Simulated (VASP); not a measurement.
Runs of VASP 6.6.1 on CuMo4. The structure is that of space group Pm-3m (No. 221), or close to it. The cells are those of the table. 

```csv
task,cell,k mesh,cutoff (eV),gap on the mesh (eV),pressure (GPa)
relaxation of cell and atoms,"relaxed from a = 4.459 Å, 5 atoms",4 × 4 × 4,600,none,0.1
relaxation of cell and atoms,"relaxed from a = 4.459 Å, 5 atoms",8 × 8 × 8,600,none,0.1
single point,"a = 4.458 Å, 5 atoms",8 × 8 × 8,520,none,0.3
single point,"a = 4.459 Å, 5 atoms",4 × 4 × 4,520,none,(a)
```

Alike in all rows: level PBE; potentials or basis VASP PAW PBE potentials, release 64 (Cu, Mo_sv); no spin polarisation; smearing gaussian 0.1 eV.

**Question.** Estimate the missing entries.

**Answer.** (a) 0.2.

Caveats: the relaxation stopped at its first step, so nothing moved (some runs).

A k mesh can miss the band edges, and the runs leave out spin-orbit coupling on Mo.

A gap of «none» marks levels without a gap at the run's occupations.
